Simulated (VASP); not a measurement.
# Sc2Pb (P6/mmm) in VASP: a series of runs, part 2 of 2

VASP 6.6.1. The steps go on from the part before.

### 4 Single point, PBE

This run uses another cell than the first one: it holds 6 atoms, not 3.

File INCAR:

```
  ALGO = Fast
  EDIFF = 1E-7
  ENCUT = 520
  GGA = PE
  ISIF = 2
  ISMEAR = 0
  LASPH = T
  LCHARG = F
  LREAL = F
  LWAVE = F
  NBANDS = 45
  NELM = 100
  PREC = Accurate
  SIGMA = 0.1
```

File KPOINTS:

```
k-points
0
Gamma
  6 6 2
```

File POSCAR:

```
Sc2Pb
1.0
    5.0320396525      0.0000000000      0.0000000000
   -2.5160198263      4.3578741719      0.0000000000
    0.0000000000      0.0000000000      6.5502084231
Sc Pb
4 2
Direct
    0.3333333333      0.6666666667      0.7499599059
    0.3333333333      0.6666666667      0.2500400941
    0.6666666667      0.3333333333      0.2500400941
    0.6666666667      0.3333333333      0.7499599059
    0.0000000000      0.0000000000      0.5000000000
    0.0000000000      0.0000000000      0.0000000000
```

Potentials or basis: VASP PAW PBE potentials, release 64 (Sc_sv, Pb_d).

Started as:

```sh
cat potpaw_PBE.64/Sc_sv/POTCAR potpaw_PBE.64/Pb_d/POTCAR > POTCAR
mpirun -np 1 vasp_std > vasp.out
```

OUTCAR:

```text
EDIFF = 1E-7
   ENCUT = 520
   GGA = PE
   ISIF = 2
   ISMEAR = 0
   LASPH = T
   LREAL = F
   NELM = 100
   PREC = Accurate

 ion  position               nearest neighbor table
   1  0.333  0.667  0.750-   4 2.91   4 2.91   4 2.91   2 3.27   2 3.28   5 3.33   5 3.33   5 3.33
                             6 3.34   6 3.34   6 3.34
   2  0.333  0.667  0.250-   3 2.91   3 2.91   3 2.91   1 3.27   1 3.28   5 3.33   5 3.33   5 3.33
                             6 3.34   6 3.34   6 3.34
   3  0.667  0.333  0.250-   2 2.91   2 2.91   2 2.91   4 3.27   4 3.28   5 3.33   5 3.33   5 3.33
                             6 3.34   6 3.34   6 3.34
   4  0.667  0.333  0.750-   1 2.91   1 2.91   1 2.91   3 3.27   3 3.28   5 3.33   5 3.33   5 3.33
                             6 3.34   6 3.34   6 3.34
   5  0.000  0.000  0.500-   6 3.28   6 3.28   3 3.33   4 3.33   1 3.33   2 3.33   3 3.33   4 3.33
                             1 3.33   2 3.33   3 3.33   4 3.33   1 3.33   2 3.33
   6  0.000  0.000  0.000-   5 3.28   5 3.28   3 3.34   4 3.34   1 3.34   2 3.34   3 3.34   4 3.34
                             1 3.34   2 3.34   3 3.34   4 3.34   1 3.34   2 3.34

  LATTYP: Found a hexagonal cell.
 ALAT       =     5.0320396525
 C/A-ratio  =     1.3017004784

  Lattice vectors:

 A1 = (   5.0320396525,   0.0000000000,   0.0000000000)
 A2 = (  -2.5160198263,   4.3578741719,   0.0000000000)
 A3 = (   0.0000000000,   0.0000000000,   6.5502084231)

Analysis of symmetry for initial positions (statically):
=====================================================================
 Subroutine PRICEL returns:
 Original cell was already a primitive cell.

 Routine SETGRP: Setting up the symmetry group for a
 hexagonal supercell.

 Subroutine GETGRP returns: Found 24 space group operations
 (whereof 24 operations were pure point group operations)
 out of a pool of 24 trial point group operations.

The static configuration has the point symmetry D_6h.

Analysis of symmetry for dynamics (positions and initial velocities):
[... 132 lines left out ...]
   LORBIT       =      0    0 simple, 1 ext, 2 COOP (PROOUT), +10 PAW based schemes
   GGA     = PE    functional components
   LHFCALC =     F    Hartree Fock is set to
   AEXX    =    0.0000 exact exchange contribution
   IVDW    =     0    specifies the selected vdW correction
   LEPSILON=     F    determine dielectric tensor
   LRPA    =     F    only Hartree local field effects (RPA)
 non-spin polarized calculation
 RMM-DIIS sequential band-by-band and
 Gauss-broadening in eV      SIGMA  =   0.10
  energy-cutoff  :      520.00
  volume of cell :      143.64
 maximum number of plane-waves:      3925
 NGX is ok and might be reduce to    40

 number of electron      72.0000002 magnetization

 Free energy of the ion-electron system (eV)
  ---------------------------------------------------
  ext. energy  EPLUGINS =         0.00000000
  ---------------------------------------------------
  free energy    TOTEN  =       -31.84134738 eV

  energy without entropy =      -31.76514331  energy(sigma->0) =      -31.80324534

 E-fermi :   6.1987     XC(G=0): -10.4325

 val. band max:        6.1955416479   @ k =   0.3333   0.1667   0.5000
 cond. band min:       6.2181259944   @ k =   0.5000  -0.0000   0.0000
 fundamental gap:      0.0225843465
 Fermi energy:         6.1987282337

 k-point     1 :       0.0000    0.0000    0.0000
  band No.  band energies     occupation
      1     -43.5212      2.00000
      2     -43.5011      2.00000
      3     -43.4036      2.00000
      4     -43.3854      2.00000
      5     -22.3456      2.00000
      6     -22.3456      2.00000
[... 661 lines left out ...]
     44       7.5300      0.00000
     45       8.0932      0.00000

------------------------ aborting loop because EDIFF is reached ----------------------------------------

  FORCE on cell =-STRESS in cart. coord.  units (eV):
  Direction    XX          YY          ZZ          XY          YZ          ZX
  --------------------------------------------------------------------------------------
  -------------------------------------------------------------------------------------
  Total        0.3412340      0.3412340     -0.0050141     -0.0000000      0.0000000     -0.0000000
  in kB        3.8061776      3.8061776     -0.0559278     -0.0000000      0.0000000     -0.0000000
  external PRESSURE =       2.5188092 kB  Pullay stress =       0.0000000 kB

 VOLUME and BASIS-vectors are now :
 -----------------------------------------------------------------------------
  energy-cutoff  :      520.00
  volume of cell :      143.64
      direct lattice vectors                 reciprocal lattice vectors
     5.032039652  0.000000000  0.000000000     0.198726574  0.114734841  0.000000000
    -2.516019826  4.357874172  0.000000000     0.000000000  0.229469682  0.000000000
     0.000000000  0.000000000  6.550208423     0.000000000  0.000000000  0.152666898

 POSITION                                       TOTAL-FORCE (eV/Angst)
 -----------------------------------------------------------------------------------
     -0.00000      2.90525      4.91239        -0.000000      0.000000      0.000510
     -0.00000      2.90525      1.63781         0.000000     -0.000000     -0.000510
      2.51602      1.45262      1.63781        -0.000000      0.000000     -0.000510
      2.51602      1.45262      4.91239        -0.000000      0.000000      0.000510
      0.00000      0.00000      3.27510         0.000000      0.000000      0.000000
      0.00000      0.00000      0.00000         0.000000      0.000000      0.000000
 -----------------------------------------------------------------------------------
    total drift:                                0.000000     -0.000000     -0.000000

  FREE ENERGIE OF THE ION-ELECTRON SYSTEM (eV)
  ---------------------------------------------------
  free  energy   TOTEN  =       -31.8413473772 eV

  energy  without entropy=      -31.7651433105  energy(sigma->0) =      -31.80324534
```

stdout:

```text
POSCAR found type information on POSCAR ScPb
 POSCAR found :  2 types and       6 ions
 scaLAPACK will be used
 LDA part: xc-table for (Slater+PW92), standard interpolation
 POSCAR, INCAR and KPOINTS ok, starting setup
 FFT: planning ... GRIDC
 FFT: planning ... GRID_SOFT
 FFT: planning ... GRID
 WAVECAR not read
 entering main loop
```

Wall time 11 min (1 thread of AMD EPYC 7R43 (Zen 3), shared host); peak memory 0.29 GiB.

Results:

```
Free energy            : -31.8413 eV
Pressure               : 0.3 GPa
Band gap on the k mesh : zero (band 36 reaches 6.61 eV, above the bottom of band 37 at 6.11 eV)
```

Stress tensor (GPa, compression positive):
```
 0.38  0.00  0.00
 0.00  0.38  0.00
 0.00  0.00 -0.01
```

Levels at points of the mesh, in eV from the Fermi level:
```tsv
k point	band 32	band 33	band 34	band 35	band 36	band 37	band 38	band 39	band 40	band 41
(0.00, 0.00, 0.00)	-1.15	-0.52	-0.52	-0.27	-0.27	0.32	0.38	0.38	0.56	0.76
(0.50, 0.00, 0.00)	-2.14	-2.10	-1.43	-0.52	0.02	0.06	0.08	0.36	0.47	0.76
(0.00, 0.00, 0.50)	-1.60	-1.41	-1.40	-0.04	-0.04	-0.04	-0.04	0.21	0.21	1.32
(0.50, 0.00, 0.50)	-2.02	-1.15	-1.15	-0.02	-0.02	0.09	0.09	0.34	0.34	1.02
```

Caveat: the k points lie up to 0.48 Å⁻¹ apart; spin-orbit coupling is left out, which moves the levels of the heavy elements.

### 5 Relaxation of cell and atoms, PBE

This run uses another cell than the first one, of 23.94 Å³/atom, 0.992 times its volume.

File INCAR:

```
  ALGO = Fast
  EDIFF = 1E-6
  EDIFFG = -0.04
  ENCUT = 600
  GGA = PE
  IBRION = 2
  ISIF = 3
  ISMEAR = 0
  LASPH = T
  LCHARG = F
  LREAL = F
  LWAVE = F
  NELM = 100
  NSW = 90
  PREC = Accurate
  SIGMA = 0.1
```

File KPOINTS:

```
k-points
0
Gamma
  6 6 6
```

File POSCAR:

```
Sc2Pb
1.0
    5.0320396525      0.0000000000      0.0000000000
   -2.5160198263      4.3578741719      0.0000000000
    0.0000000000      0.0000000000      3.2751042116
Sc Pb
2 1
Direct
    0.3333333333      0.6666666667      0.5000000000
    0.6666666667      0.3333333333      0.5000000000
    0.0000000000      0.0000000000      0.0000000000
```

Started as:

```sh
cat potpaw_PBE.64/Sc_sv/POTCAR potpaw_PBE.64/Pb_d/POTCAR > POTCAR
mpirun -np 1 vasp_std > vasp.out
```

It took 6.7 min on 1 thread of AMD EPYC 7R43 (Zen 3), shared host; peak memory 0.2 GiB.

Results (log left out):

```yaml
Free_energy: -16.0248 eV
Relaxed_volume: 24.14 Å³/atom
Relaxed_cell: a = 5.124 Å, b = 5.124 Å, c = 3.185 Å, α = 90.00°, β = 90.00°, γ = 120.00°
Space_group_after_relaxing_to_0.05_Å: P6/mmm (No. 191)
Energy_gained_by_relaxing: 10.3 meV/atom
Ionic_steps: 3
Pressure_after_relaxing: -0.1 GPa
Band_gap_on_the_k_mesh: zero (band 18 reaches 6.62 eV, above the bottom of band 19 at 5.80 eV)
```

Stress tensor (GPa, compression positive):
```
-0.01  0.00  0.00
 0.00 -0.01  0.00
 0.00  0.00 -0.13
```

The path:
```tsv
step	energy change (eV)	largest force (eV/Å)	pressure (GPa)	volume (Å³)
1	0.0000	0.0000	0.28	71.82
2	-0.0267	0.0000	0.02	72.23
3	-0.0308	0.0000	-0.05	72.43
```

Final structure:
```
Sc Pb
1.0
     5.12417    0.00000    0.00000
    -2.56209    4.43767    0.00000
     0.00000    0.00000    3.18516
Sc Pb
2 1
Direct
  0.33333 0.66667 0.50000
  0.66667 0.33333 0.50000
  0.00000 0.00000 0.00000
```

Levels at points of the mesh, in eV from the Fermi level:
```csv
k point,band 16,band 17,band 18,band 19,band 20,band 21
"(0.00, 0.00, 0.00)",-2.47,-1.33,0.15,0.30,0.30,0.51
"(0.50, 0.00, 0.00)",-2.24,-1.51,0.01,0.01,0.31,1.86
"(0.00, 0.00, 0.50)",-0.56,-0.56,-0.26,-0.26,0.85,0.85
"(0.50, 0.00, 0.50)",-2.07,-2.04,-0.43,0.18,0.59,0.67
```

Caveat: spin-orbit coupling is left out, which moves the levels of the heavy elements.

### 6 Single point, PBE, collinear spin, ferromagnetic start

File INCAR:

```
SYSTEM = Sc2Pb
ALGO     = Fast           ! electronic algorithm
EDIFF    = 1E-7           ! SCF threshold, eV
ENCUT    = 520            ! plane-wave cutoff, eV
GGA      = PE             ! functional
ISIF     = 2              ! what is computed and relaxed
ISMEAR   = 0              ! smearing method
ISPIN    = 2              ! spin polarisation
LASPH    = .True.         ! aspherical terms in the spheres
LCHARG   = .False.        ! write CHGCAR
LMAXMIX  = 4              ! l up to which the mixer works
LORBIT   = 11             ! projections on sites
LREAL    = .False.        ! projectors in reciprocal space
LWAVE    = .False.        ! write WAVECAR
MAGMOM   = 1 1 0          ! initial moments
NBANDS   = 29             ! bands
NELM     = 150            ! most SCF steps
PREC     = Accurate       ! precision mode
SIGMA    = 0.1            ! smearing width, eV
```

File KPOINTS:

```
k-points
0
Gamma
  6 6 6
  0 0 0
```

File POSCAR:

```
Sc2Pb
1.0
    5.1228443887      0.0000000000      0.0000000000
   -2.5614221943      4.4365133802      0.0000000000
    0.0000000000      0.0000000000      3.1848126134
Sc Pb
2 1
Direct
    0.3333333333      0.6666666667      0.5000000000
    0.6666666667      0.3333333333      0.5000000000
    0.0000000000      0.0000000000      0.0000000000
```

Potentials or basis: VASP PAW PBE potentials, release 64 (Sc_sv, Pb_d).

Started as:

```sh
cat potpaw_PBE.64/Sc_sv/POTCAR potpaw_PBE.64/Pb_d/POTCAR > POTCAR
mpirun -np 1 vasp_std > vasp.out
```

It took 7.1 min on 1 thread of AMD EPYC 7R43 (Zen 3), shared host; peak memory 0.23 GiB.

Results (log left out):

| Property | Result |
| --- | --- |
| Free energy | -16.0449 eV |
| Pressure | 0.1 GPa |
| Net moment | 1.15 μB per cell |
| Site moments | Sc +0.41; Pb -0.02 μB |
| Valence electrons inside the program's atomic spheres | Sc 9.46; Pb 12.07 |

Stress tensor (GPa, compression positive):
```
 0.22  0.00  0.00
 0.00  0.22  0.00
 0.00  0.00 -0.25
```

Levels at points of the mesh, in eV from the Fermi level:
Spin up:
```csv
k point,band 16,band 17,band 18,band 19,band 20,band 21,band 22,band 23
"(0.00, 0.00, 0.00)",-2.57,-1.49,-0.01,-0.01,-0.01,0.21,1.90,1.90
"(0.50, 0.00, 0.00)",-2.33,-1.74,-0.30,-0.21,0.08,1.75,1.77,2.22
"(0.00, 0.00, 0.50)",-0.70,-0.70,-0.32,-0.32,0.66,0.66,1.01,1.01
"(0.50, 0.00, 0.50)",-2.17,-2.14,-0.74,-0.13,0.31,0.54,1.95,2.48
```
Spin down:
```tsv
k point	band 13	band 14	band 15	band 16	band 17	band 18	band 19	band 20	band 21	band 22
(0.00, 0.00, 0.00)	-16.74	-10.33	-2.41	-2.41	-1.22	0.29	0.65	0.65	0.84	2.16
(0.50, 0.00, 0.00)	-16.74	-9.83	-4.64	-2.21	-1.31	0.23	0.35	0.57	1.97	2.03
(0.00, 0.00, 0.50)	-16.60	-7.40	-4.35	-0.43	-0.43	-0.25	-0.25	1.05	1.05	1.68
(0.50, 0.00, 0.50)	-16.60	-7.30	-3.56	-2.00	-1.99	-0.09	0.53	0.78	0.89	2.13
```

Caveat: spin-orbit coupling is left out, which moves the levels of the heavy elements.

### 7 Summary

| task | spin | cell | k mesh | cutoff (eV) | gap on the mesh (eV) | pressure (GPa) |
| --- | --- | --- | --- | --- | --- | --- |
| single point | off | a = 5.123, b = 5.123, c = 3.185 Å, angles 90.0, 90.0, 120.0°, 3 atoms | 6 × 6 × 6 | 520 | none | 0.0 |
| single point | off | a = 4.193, b = 4.193, c = 8.738 Å, angles 90.0, 90.0, 120.0°, 6 atoms | 6 × 6 × 2 | 520 | none | 8.8 |
| single point | off | a = 5.032, b = 5.032, c = 6.550 Å, angles 90.0, 90.0, 120.0°, 6 atoms | 6 × 6 × 2 | 520 | none | 0.3 |
| relaxation of cell and atoms | off | relaxed from a = 5.032, b = 5.032, c = 3.275 Å, angles 90.0, 90.0, 120.0°, 3 atoms | 6 × 6 × 6 | 600 | none | -0.1 |
| single point | collinear, ferromagnetic start | a = 5.123, b = 5.123, c = 3.185 Å, angles 90.0, 90.0, 120.0°, 3 atoms | 6 × 6 × 6 | 520 | none | 0.1 |

Alike in all rows: level PBE; potentials or basis VASP PAW PBE potentials, release 64 (Sc_sv, Pb_d); smearing gaussian 0.1 eV.

Caveats: some runs use coarse meshes; spin-orbit coupling is left out, which moves the levels of the heavy elements.

Absolute energies hang on the potentials; compare differences alone.
